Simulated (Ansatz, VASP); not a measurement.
EuO: VASP beside Ansatz

INCAR

```
ALGO = Normal ; EDIFF = 1E-6
ENCUT = 600 ; GGA = RE
GGA_COMPAT = F ; ISIF = 2
ISMEAR = 1 ; ISPIN = 2
LASPH = T ; LCHARG = F
LMAXMIX = 6 ; LORBIT = 11
LREAL = F ; LWAVE = F
MAGMOM = 4.9 0 ; NBANDS = 22
NELM = 200 ; PREC = Accurate
SIGMA = 0.1
```

KPOINTS

```
k-points
0
Gamma
  8 8 8
```

The input POSCAR:

```
EuO
1.0
    0.0000000000      2.5719500000      2.5719500000
    2.5719500000      0.0000000000      2.5719500000
    2.5719500000      2.5719500000      0.0000000000
Eu O
1 1
Direct
    0.0000000000      0.0000000000      0.0000000000
    0.5000000000      0.5000000000      0.5000000000
```

Input for Ansatz:

```yaml
crystal:
  lattice:
    - [0.0, 2.57195, 2.57195]
    - [2.57195, 0.0, 2.57195]
    - [2.57195, 2.57195, 0.0]
  atoms:
    - { symbol: Eu, position: [0.0, 0.0, 0.0] }
    - { symbol: O, position: [0.5, 0.5, 0.5] }
basis:
  ecutwfc: 450.0
kpoints:
  mp_grid:
    grid: [8, 8, 8]
hamiltonian:
  xc: revpbe
magnetization:
  spin_polarized: true
  per_species:
    Eu: 4.9
scf:
  convergence:
    dr2_threshold: 1.0e-07
  occupations:
    method: methfessel_paxton
    width: 0.1
output:
  forces: true
  stress: true
```

Alike in both runs: task single point; functional revPBE; k mesh 8 × 8 × 8; occupations methfessel-paxton of order 1, width 0.1 eV; collinear spin.

|  | VASP | Ansatz |
| --- | --- | --- |
| version | VASP 6.6.1 | Ansatz 0.2.0 |
| potentials or method | VASP PAW PBE potentials, release 64 (Eu, O), cutoff 600 eV | plane waves, PAW |
| valence electrons in the cell | 23 | 23 |

|  | VASP | Ansatz | Ansatz less VASP |
| --- | --- | --- | --- |
| pressure (GPa) | -1.9 | -1.5 | +0.35 |
| net moment per atom (μB) | 3.49 | 3.50 | +0.001 |
| size of the moment on the site where the two differ most (μB) | 6.60 | 6.63 | +0.031 |

VASP's potentials were made for PBE, not for revPBE. Site moments also hang on the region over which each program counts them. The functional is the same, so the differences come from potentials, cutoffs and numerics. Ansatz's warnings: given moment on shells, stability check not made, stress scf threshold loose.

Spin-orbit coupling is off throughout.
